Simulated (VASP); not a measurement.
# CaBr (P6_3mc) in VASP: single point with PBEsol

Aim: the single point of CaBr with PBEsol.

Program: VASP 6.6.1. These are calculated values, not measurements. Logs are shortened: lines on timing, memory, paths and dates and some standing lists are left out, and cuts for length are marked.

### 1 The cell of the first run

It takes space group P6_3mc (No. 186, hexagonal). Conventional cell: a = 4.068 Å, b = 4.068 Å, c = 10.503 Å, α = 90.00°, β = 90.00°, γ = 120.00°. Within 3.8 Å of Ca (site symmetry 3m) lie 4 Br at 2.78 to 3.76 Å. Br (site symmetry 3m) has 4 Ca at 2.78 to 3.76 Å within 3.8 Å.

### 2 Single point, PBEsol (strained)

Contents of INCAR:

```
  PREC = Accurate
  ENCUT = 520
  EDIFF = 1E-6
  ISMEAR = 0
  SIGMA = 0.1
  LREAL = F
  LASPH = T
  NELM = 80
  ALGO = Normal
  ISIF = 2
  LWAVE = F
  LCHARG = T
  GGA = PS
  LELF = T
  LVHAR = T
  NBANDS = 25
```

Contents of KPOINTS:

```
Automatic mesh
0
Gamma
  12 12 6
```

Contents of POSCAR:

```
CaBr
1.0
    4.0676072348      0.0000000000      0.0000000000
   -2.0338036173      3.5226511979      0.0000000000
    0.0000000000      0.0000000000     10.5034452297
Ca Br
2 2
Direct
    0.3333333300      0.6666666700      0.3663594714
    0.6666666700      0.3333333300      0.8663594714
    0.3333333300      0.6666666700      0.0086405286
    0.6666666700      0.3333333300      0.5086405286
```

Potentials or basis: VASP PAW PBE potentials, release 64 (Ca_sv, Br).

On the command line:

```bash
> cat potpaw_PBE.64/Ca_sv/POTCAR potpaw_PBE.64/Br/POTCAR > POTCAR
> mpirun -np 1 vasp_std > vasp.out
```

OUTCAR:

```text
PREC = Accurate
   ENCUT = 520
   EDIFF = 1E-6
   ISMEAR = 0
   LREAL = F
   LASPH = T
   NELM = 80
   ISIF = 2
   GGA = PS

 ion  position               nearest neighbor table
   1  0.333  0.667  0.366-   4 2.78   4 2.78   4 2.78
   2  0.667  0.333  0.866-   3 2.78   3 2.78   3 2.78
   3  0.333  0.667  0.009-   2 2.78   2 2.78   2 2.78
   4  0.667  0.333  0.509-   1 2.78   1 2.78   1 2.78

  LATTYP: Found a hexagonal cell.
 ALAT       =     4.0676072348
 C/A-ratio  =     2.5822171668

  Lattice vectors:

 A1 = (   4.0676072348,   0.0000000000,   0.0000000000)
 A2 = (  -2.0338036173,   3.5226511979,   0.0000000000)
 A3 = (   0.0000000000,   0.0000000000,  10.5034452297)

Analysis of symmetry for initial positions (statically):
=====================================================================
 Subroutine PRICEL returns:
 Original cell was already a primitive cell.

 Routine SETGRP: Setting up the symmetry group for a
 hexagonal supercell.

 Subroutine GETGRP returns: Found 12 space group operations
 (whereof  6 operations were pure point group operations)
 out of a pool of 24 trial point group operations.

The static configuration has the point symmetry C_3v.
 The point group associated with its full space group is C_6v.

Analysis of symmetry for dynamics (positions and initial velocities):
=====================================================================
 Subroutine PRICEL returns:
 Original cell was already a primitive cell.

 Routine SETGRP: Setting up the symmetry group for a
 hexagonal supercell.

 Subroutine GETGRP returns: Found 12 space group operations
 (whereof  6 operations were pure point group operations)
 out of a pool of 24 trial point group operations.

The dynamic configuration has the point symmetry C_3v.
 The point group associated with its full space group is C_6v.

 Subroutine INISYM returns: Found 12 space group operations
 (whereof  6 operations are pure point group operations),
 and found     1 'primitive' translations

----------------------------------------------------------------------------------------

                                     Primitive cell

  volume of cell :     150.5014

  direct lattice vectors                    reciprocal lattice vectors
     4.067607235  0.000000000  0.000000000     0.245844779  0.141938549  0.000000000
    -2.033803617  3.522651198  0.000000000     0.000000000  0.283877098  0.000000000
     0.000000000  0.000000000 10.503445230     0.000000000  0.000000000  0.095206856

  length of vectors
     4.067607235  4.067607235 10.503445230     0.283877098  0.283877098  0.095206856

  position of ions in fractional coordinates (direct lattice)
     0.333333330  0.666666670  0.366359471
     0.666666670  0.333333330  0.866359471
     0.333333330  0.666666670  0.008640529
     0.666666670  0.333333330  0.508640529

  ion indices of the primitive-cell ions
   primitive index   ion index
                 1           1
                 2           2
                 3           3
                 4           4

----------------------------------------------------------------------------------------

 KPOINTS: Automatic mesh

Automatic generation of k-mesh.
 Grid dimensions read from file:
 generate k-points for:   12   12    6

 Generating k-lattice:

  Cartesian coordinates                     Fractional coordinates (reciprocal lattice)
     0.020487065  0.011828212  0.000000000     0.083333333  0.000000000  0.000000000
     0.000000000  0.023656425  0.000000000     0.000000000  0.083333333  0.000000000
     0.000000000  0.000000000  0.015867809     0.000000000  0.000000000  0.166666667

  Length of vectors
     0.023656425  0.023656425  0.015867809

  Shift w.r.t. Gamma in fractional coordinates (k-lattice)
     0.000000000  0.000000000  0.000000000

 Subroutine IBZKPT returns following result:
 ===========================================

 Found     76 irreducible k-points:

 Following reciprocal coordinates:
            Coordinates               Weight
  0.000000  0.000000  0.000000      1.000000
  0.083333  0.000000  0.000000      6.000000
  0.166667  0.000000  0.000000      6.000000
  0.250000  0.000000  0.000000      6.000000
  0.333333 -0.000000  0.000000      6.000000
  0.416667  0.000000  0.000000      6.000000
[... 16 lines left out ...]
  0.250000  0.000000  0.166667     12.000000
  0.333333 -0.000000  0.166667     12.000000
 [... further k-points ...]
   k-points           NKPTS =     76   k-points in BZ     NKDIM =     76   number of bands    NBANDS=     25
   number of dos      NEDOS =    301   number of ions     NIONS =      4
   total plane-waves  NPLWV =  72000
   dimension x,y,z NGX =    30 NGY =   30 NGZ =   80
   dimension x,y,z NGXF=    60 NGYF=   60 NGZF=  160
   ions per type =               2   2
   NGX,Y,Z   is equivalent  to a cutoff of  12.26, 12.26, 12.66 a.u.
   NGXF,Y,Z  is equivalent  to a cutoff of  24.52, 24.52, 25.32 a.u.
 SYSTEM =  unknown system
   PREC   = accura    normal or accurate (medium, high low for compatibility)
   ISTART =      0    job   : 0-new  1-cont  2-samecut
   ICHARG =      2    charge: 1-file 2-atom 10-const
   ISPIN  =      1    spin polarized calculation?
   LNONCOLLINEAR =      F non collinear calculations
   LSORBIT =      F    spin-orbit coupling
   LASPH  =      T    aspherical Exc in radial PAW
   ENCUT  =  520.0 eV  38.22 Ry    6.18 a.u.   7.56  7.56 19.53*2*pi/ulx,y,z
   NELM   =     80;   NELMIN=  2; NELMDL= -5     # of ELM steps
   EDIFF  = 0.1E-05   stopping-criterion for ELM
   LREAL  =      F    real-space projection
   EDIFFG = 0.1E-04   stopping-criterion for IOM
   NSW    =      0    number of steps for IOM
   IBRION =     -1    ionic relax: 0-MD 1-quasi-New 2-CG
   NFREE  =      0    steps in history (QN), initial steepest desc. (CG)
   ISIF   =      2    stress and relaxation
   ISYM   =      2    0-nonsym 1-usesym 2-fastsym
   POTIM  = 0.5000    time-step for ionic-motion
   TEBEG  =    0.0;   TEEND  =   0.0 temperature during run
   PSTRESS=    0.0 pullay stress
   NELECT =      34.0000    total number of electrons
   NUPDOWN=      -1.0000    fix difference up-down
   EMIN   =  10.00;   EMAX   =-10.00  energy-range for DOS
   EFERMI =   0.00;   METHOD = LEGACY
   ISMEAR =     0;   SIGMA  =   0.10  broadening in eV -4-tet -1-fermi 0-gaus
   EFERMI_NEDOS =   21; number of points for ismear=-14 and -15
   IALGO  =     38    algorithm
   IMIX   =      4    mixing-type and parameters
     AMIX     =   0.40;   BMIX     =  1.00
     AMIX_MAG =   1.60;   BMIX_MAG =  1.00
  volume/ion in A,a.u.               =      37.63       253.91
  Fermi-wavevector in a.u.,A,eV,Ry     =   0.997059  1.884169 13.525923  0.994127
  Thomas-Fermi vector in A             =   2.129190
   LORBIT       =      0    0 simple, 1 ext, 2 COOP (PROOUT), +10 PAW based schemes
   GGA     = PS    functional components
   LHFCALC =     F    Hartree Fock is set to
   AEXX    =    0.0000 exact exchange contribution
   IVDW    =     0    specifies the selected vdW correction
   LEPSILON=     F    determine dielectric tensor
   LRPA    =     F    only Hartree local field effects (RPA)
 non-spin polarized calculation
 Gauss-broadening in eV      SIGMA  =   0.10
  energy-cutoff  :      520.00
  volume of cell :      150.50
 maximum number of plane-waves:      4082
   NGX = 15   NGY = 15   NGZ = 39

 number of electron      33.9999997 magnetization

 Free energy of the ion-electron system (eV)
  ---------------------------------------------------
  ext. energy  EPLUGINS =         0.00000000
  ---------------------------------------------------
  free energy    TOTEN  =       -12.36530368 eV

  energy without entropy =      -12.32725710  energy(sigma->0) =      -12.34628039

 E-fermi :   2.7487     XC(G=0):  -7.7589

 val. band max:        2.7450818791   @ k =   0.1667   0.1667   0.0000
 cond. band min:       2.7503328796   @ k =   0.2500   0.1667   0.1667
 fundamental gap:      0.0052510005
 Fermi energy:         2.7486876850

 k-point     1 :       0.0000    0.0000    0.0000
  band No.  band energies     occupation
      1     -39.7209      2.00000
      2     -39.7208      2.00000
      3     -20.8757      2.00000
      4     -20.8689      2.00000
      5     -20.7803      2.00000
      6     -20.7803      2.00000
[... 17 lines left out ...]
     24       4.6391      0.00000
     25       4.7943      0.00000

 k-point     2 :       0.0833    0.0000    0.0000
  band No.  band energies     occupation
      1     -39.7204      2.00000
      2     -39.7204      2.00000
      3     -20.8743      2.00000
      4     -20.8677      2.00000
      5     -20.7874      2.00000
      6     -20.7873      2.00000
[... 17 lines left out ...]
     24       4.6821      0.00000
     25       4.7681      0.00000

 k-point     3 :       0.1667    0.0000    0.0000
  band No.  band energies     occupation
      1     -39.7192      2.00000
      2     -39.7191      2.00000
      3     -20.8712      2.00000
      4     -20.8652      2.00000
      5     -20.8060      2.00000
      6     -20.8059      2.00000
[... 17 lines left out ...]
     24       4.7655      0.00000
     25       5.0282      0.00000

 k-point     4 :       0.2500    0.0000    0.0000
  band No.  band energies     occupation
      1     -39.7175      2.00000
      2     -39.7174      2.00000
      3     -20.8707      2.00000
      4     -20.8660      2.00000
      5     -20.8271      2.00000
      6     -20.8269      2.00000
[... 17 lines left out ...]
     24       4.9459      0.00000
     25       5.6244      0.00000
[... 477 lines left out ...]
 k-point    22 :       0.1667    0.0000    0.1667
  band No.  band energies     occupation
      1     -39.7192      2.00000
      2     -39.7191      2.00000
      3     -20.8708      2.00000
      4     -20.8656      2.00000
      5     -20.8060      2.00000
      6     -20.8059      2.00000
[... 17 lines left out ...]
     24       4.7538      0.00000
     25       5.1579      0.00000

 k-point    23 :       0.2500    0.0000    0.1667
  band No.  band energies     occupation
      1     -39.7175      2.00000
      2     -39.7174      2.00000
      3     -20.8704      2.00000
      4     -20.8663      2.00000
      5     -20.8271      2.00000
      6     -20.8269      2.00000
[... 17 lines left out ...]
     24       4.9347      0.00000
     25       5.6538      0.00000

 k-point    24 :       0.3333   -0.0000    0.1667
  band No.  band energies     occupation
      1     -39.7158      2.00000
      2     -39.7157      2.00000
      3     -20.8810      2.00000
      4     -20.8789      2.00000
      5     -20.8369      2.00000
      6     -20.8357      2.00000
[... 17 lines left out ...]
     24       5.1841      0.00000
     25       5.8332      0.00000

 [... further k-points ...]

------------------------ aborting loop because EDIFF is reached ----------------------------------------

  FORCE on cell =-STRESS in cart. coord.  units (eV):
  Direction    XX          YY          ZZ          XY          YZ          ZX
  --------------------------------------------------------------------------------------
  -------------------------------------------------------------------------------------
  Total        1.6241122      1.6241122      1.8382874      0.0000000      0.0000000      0.0000000
  in kB       17.2896492     17.2896492     19.5696726      0.0000000      0.0000000      0.0000000
  external PRESSURE =      18.0496570 kB  Pullay stress =       0.0000000 kB

 VOLUME and BASIS-vectors are now :
 -----------------------------------------------------------------------------
  energy-cutoff  :      520.00
  volume of cell :      150.50
      direct lattice vectors                 reciprocal lattice vectors
     4.067607235  0.000000000  0.000000000     0.245844779  0.141938549  0.000000000
    -2.033803617  3.522651198  0.000000000     0.000000000  0.283877098  0.000000000
     0.000000000  0.000000000 10.503445230     0.000000000  0.000000000  0.095206856

 POSITION                                       TOTAL-FORCE (eV/Angst)
 -----------------------------------------------------------------------------------
     -0.00000      2.34843      3.84804         0.000000      0.000000     -0.918377
      2.03380      1.17422      9.09976         0.000000     -0.000000     -0.918377
     -0.00000      2.34843      0.09076         0.000000      0.000000      0.918377
      2.03380      1.17422      5.34248        -0.000000      0.000000      0.918377
 -----------------------------------------------------------------------------------
    total drift:                                0.000004     -0.000003     -0.000856

  FREE ENERGIE OF THE ION-ELECTRON SYSTEM (eV)
  ---------------------------------------------------
  free  energy   TOTEN  =       -12.3653036778 eV

  energy  without entropy=      -12.3272570977  energy(sigma->0) =      -12.34628039
```

It took 3.1 min on 1 thread of Intel Xeon Platinum 8375C at 2.90GHz (Ice Lake), shared host; peak memory 0.42 GiB.

What came out:

- Free energy: -12.3653 eV
- Pressure: 1.8 GPa
- Largest force: 0.918 eV/Å
- Band gap on the k mesh: zero (bands 17 and 18 overlap by 1.24 eV)

Forces on the atoms (eV/Å):
```
Ca   0.000  0.000 -0.918
Ca   0.000  0.000 -0.918
Br   0.000  0.000  0.918
Br   0.000  0.000  0.918
```

Caveat: the cell differs from its parent crystal (strained); the PAW data sets were made with another functional, which shifts forces and pressure a little.
